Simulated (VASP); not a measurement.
## BN (rocksalt type): single point with PBE

BN (rocksalt type):

```
B N
1.0
     0.00000    1.70951    1.70951
     1.70951    0.00000    1.70951
     1.70951    1.70951    0.00000
B N
1 1
Direct
  0.00000 0.00000 0.00000
  0.50000 0.50000 0.50000
```

```
Program             : VASP 6.6.1
Task                : single point
Functional          : PBE
Potentials or basis : VASP PAW PBE potentials, release 64 (B, N)
Cutoff              : 520 eV
k mesh              : 16 × 16 × 16
Occupations         : fermi-dirac, width 0.1 eV
Spin                : no spin polarisation
```

```json
{"Pressure": "32.1 GPa", "Band gap on the k mesh": "1.74 eV, indirect (least direct gap 6.08 eV)"}
```

Levels at points of the mesh, in eV from the valence-band top:
```csv
k point,band 1,band 2,band 3,band 4,band 5,band 6,band 7,band 8
"(0.00, 0.00, 0.00)",-23.40,-0.92,-0.92,-0.92,10.60,12.75,12.75,12.75
"(0.50, 0.00, 0.00)",-17.89,-13.22,-0.70,-0.70,5.38,5.38,7.89,14.87
"(0.50, 0.50, 0.00)",-14.76,-12.65,-6.00,-6.00,1.74,8.74,15.54,15.54
```

Run time: 8.2 s on 1 thread of Intel(R) Xeon(R) Platinum 8488C (Sapphire Rapids), with other jobs on the host, peak memory 0.12 GiB.

A k mesh can miss the band edges.
